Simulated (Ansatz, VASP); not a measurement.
# Two plane-wave programs on BaS

```
Ba S
1.0
     0.00000    3.44925    3.06600
     3.44925    0.00000    3.06600
     3.44925    3.44925    0.00000
Ba S
1 1
Direct
  0.00000 0.00000 0.00000
  0.50000 0.50000 0.50000
```

Change from the starting cell: strain +0.080 along x and y, -0.040 along z, atoms carried along.

Alike in both runs: task single point; functional r2SCAN; k mesh 6 × 6 × 6; occupations gaussian, width 0.05 eV; no spin polarisation.

```csv
,VASP,Ansatz
version,VASP 6.6.1,Ansatz 0.2.0
potentials or method,"VASP PAW PBE potentials, release 64 (Ba_sv, S), cutoff 520 eV","scalar-relativistic, plane waves, PAW"
valence electrons in the cell,16,16
```

```tsv
	VASP	Ansatz	Ansatz less VASP
gap on the k mesh at the Fermi level (eV)	2.28	2.38	+0.094
least direct gap on the mesh (eV)	2.58	2.64	+0.063
pressure (GPa)	-1.7	-2.1	-0.46
traceless stress, the component that is largest in VASP (GPa)	5.50	4.98	-0.525
```

VASP's potentials were made for PBE, not for r2SCAN.

Neither program's run includes spin-orbit coupling.
